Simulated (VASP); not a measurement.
Here is a VASP 6.6.1 calculation.

INCAR

```
ALGO = Normal
EDIFF = 1E-7
ENCUT = 520
GGA = PE
ISIF = 2
ISMEAR = -1
LASPH = True
LCHARG = False
LREAL = False
LWAVE = False
NBANDS = 28
NELM = 80
PREC = Accurate
SIGMA = 0.05
```

Contents of KPOINTS:

```
k-points
0
Gamma
  6 6 6
```

POSCAR

```
BaTiO3
1.0
    4.1449200000      0.0000000000      0.0000000000
    0.0000000000      2.9503760000      2.8451500000
    0.0000000000     -2.9503760000      2.8451500000
Ba Ti O
1 1 3
Direct
    0.0000000000      0.0000000000      0.0000000000
    0.5000000000      0.5124000000      0.5124000000
    0.5000000000      0.9918400000      0.5052400000
    0.5000000000      0.5052400000      0.9918400000
    0.0000000000      0.4874000000      0.4874000000
```

Potentials or basis: VASP PAW PBE potentials, release 64 (Ba_sv, Ti_sv, O).

Command:

```console
$ cat potpaw_PBE.64/Ba_sv/POTCAR potpaw_PBE.64/Ti_sv/POTCAR potpaw_PBE.64/O/POTCAR > POTCAR
$ mpirun -np 1 vasp_std > vasp.out
```

(1) Predict the pressure.

(2) Estimate the band gap on the k mesh.

Results:

(1) -7.5 GPa.

(2) 1.72 eV (least direct gap 1.94 eV).

Caveat: the stress differs along the axes, from -11 to -3 GPa; spin-orbit coupling is left out, which moves the levels of the heavy elements.
